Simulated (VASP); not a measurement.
Wanted: the native input for a VASP 6.6.1 run.

| Property | Result |
| --- | --- |
| Task | density of states |
| Functional | LDA |
| Potentials or basis | VASP PAW LDA potentials, release 64 (Au) |
| Cutoff | 520 eV |
| k mesh | 18 × 18 × 18 |
| Occupations | fermi-dirac, width 0.08 eV |
| Spin | no spin polarisation |
| Dipole correction | no |
| k mesh for the DOS | 27 × 27 × 27 |
| Occupations for the DOS | tetrahedron |
| Further INCAR settings | ALGO = Normal; EDIFF = 1e-06; NBANDS = 12 |

Au:

```
Au
1.0
     0.00000    2.02411    2.02411
     2.02411    0.00000    2.02411
     2.02411    2.02411    0.00000
Au
1
Direct
  0.00000 0.00000 0.00000
```

These files were run (other wordings do the same):

POSCAR

```
Au
1.0
    0.0000000000      2.0241108048      2.0241108048
    2.0241108048      0.0000000000      2.0241108048
    2.0241108048      2.0241108048      0.0000000000
Au
1
Direct
    0.0000000000      0.0000000000      0.0000000000
```

INCAR.step1

```
SYSTEM = Au
PREC     = Accurate       ! precision mode
ENCUT    = 520            ! plane-wave cutoff, eV
EDIFF    = 1E-6           ! SCF threshold, eV
ISMEAR   = -1             ! smearing method
SIGMA    = 0.08           ! smearing width, eV
LREAL    = .FALSE.        ! projectors in reciprocal space
LASPH    = .TRUE.         ! aspherical terms in the spheres
NELM     = 80             ! most SCF steps
ALGO     = Normal         ! electronic algorithm
ISIF     = 2              ! what is computed and relaxed
LWAVE    = .FALSE.        ! write WAVECAR
LCHARG   = .TRUE.         ! write CHGCAR
LMAXMIX  = 4              ! l up to which the mixer works
GGA      = CA             ! functional
NBANDS   = 12             ! bands
```

KPOINTS.step1

```
regular mesh
0
G
  18 18 18
  0 0 0
```

INCAR.step2

```
SYSTEM = Au
PREC     = Accurate       ! precision mode
ENCUT    = 520            ! plane-wave cutoff, eV
EDIFF    = 1E-6           ! SCF threshold, eV
ISMEAR   = -5             ! smearing method
SIGMA    = 0.08           ! smearing width, eV
LREAL    = .FALSE.        ! projectors in reciprocal space
LASPH    = .TRUE.         ! aspherical terms in the spheres
NELM     = 80             ! most SCF steps
ALGO     = Normal         ! electronic algorithm
ISIF     = 2              ! what is computed and relaxed
LWAVE    = .FALSE.        ! write WAVECAR
LCHARG   = .FALSE.        ! write CHGCAR
LMAXMIX  = 4              ! l up to which the mixer works
GGA      = CA             ! functional
LORBIT   = 11             ! projections on sites
NBANDS   = 12             ! bands
NEDOS    = 1001           ! points of the DOS
ICHARG   = 11             ! starting density
```

KPOINTS.step2

```
regular mesh
0
G
  27 27 27
  0 0 0
```

Potentials or basis: VASP PAW LDA potentials, release 64 (Au).

Run with:

```console
$ cat potpaw_LDA.64/Au/POTCAR > POTCAR
$ cp INCAR.step1 INCAR
$ cp KPOINTS.step1 KPOINTS
$ mpirun -np 1 vasp_std > vasp.out
$ cp INCAR.step2 INCAR
$ cp KPOINTS.step2 KPOINTS
$ mpirun -np 1 vasp_std > vasp.out
```

Results of the run:

The valence electrons inside the program's atomic spheres are Au 9.69.

Caveat: spin-orbit coupling is left out, which moves the levels of the heavy elements.

It took 88 s on 1 thread of AMD EPYC 7R13, with other jobs on the host, peak memory 0.22 GiB.
